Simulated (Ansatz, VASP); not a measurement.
# One calculation of BeS, two programs

```
CELL_PARAMETERS angstrom
0.00000 2.42500 2.42500
2.42500 0.00000 2.42500
2.42500 2.42500 0.00000
ATOMIC_POSITIONS crystal
S 0.75000 0.75000 0.75000
Be 0.00000 0.00000 0.00000
```

Alike in both runs: functional PBE0; k mesh 6 × 6 × 6; occupations fermi-dirac, width 0.05 eV; no spin polarisation.

```csv
,VASP,Ansatz
version,VASP 6.6.1,Ansatz 0.2.0
potentials or method,"VASP PAW PBE potentials, release 64 (S, Be)",Ansatz PAW
plane-wave cutoff (eV),520,420
valence electrons in the cell,8,8
task,single point,band structure
```

|  | VASP | Ansatz | Ansatz less VASP |
| --- | --- | --- | --- |
| gap on the k mesh at the Fermi level (eV) | 4.78 | 4.77 | -0.006 |
| least direct gap on the mesh (eV) | 7.62 | 7.61 | -0.009 |
| pressure (GPa) | 0.0 | 0.2 | +0.14 |

With one functional, cell and mesh, what is left measures potentials, basis and numerics.
